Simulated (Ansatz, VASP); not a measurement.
# LaAl3Ag: VASP beside Ansatz

```
La Al Ag
1.0
     3.21726   -5.35266    0.00000
     3.21726    5.35266    0.00000
     0.00000    0.00000    6.14725
La Al Ag
2 6 2
Direct
  0.24223 0.75777 0.25000
  0.75777 0.24223 0.75000
  0.65688 0.34312 0.25000
  0.34312 0.65688 0.75000
  0.71932 0.71932 0.50000
  0.71932 0.71932 0.00000
  0.28068 0.28068 0.50000
  0.28068 0.28068 0.00000
  0.89498 0.10502 0.25000
  0.10502 0.89498 0.75000
```

Alike in both runs: functional PBE; k mesh 4 × 4 × 4; occupations gaussian, width 0.1 eV; no spin polarisation.

Ansatz relaxed the structure, and its values are those at the end. VASP's run is a single point on that final structure, the one shown.

```csv
,VASP,Ansatz
version,VASP 6.6.1,Ansatz 0.2.0
potentials or method,"VASP PAW PBE potentials, release 64 (La, Al, Ag), cutoff 520 eV","scalar-relativistic, plane waves, PAW"
valence electrons in the cell,62,78
```

```csv
,VASP,Ansatz,Ansatz less VASP
gap on the k mesh at the Fermi level (eV),none,none,-
pressure (GPa),0.1,0.2,+0.08
rms of the force components (eV/Å),0.007,0.006,-0.0009
```

A gap of «none» marks a metal or a gap that the smearing closes. With one functional, cell and mesh, what is left measures potentials, basis and numerics. VASP's potentials hold 62 valence electrons a cell and Ansatz's 78, so a difference there can come from the potentials and not from the codes.

Spin-orbit coupling is off throughout.
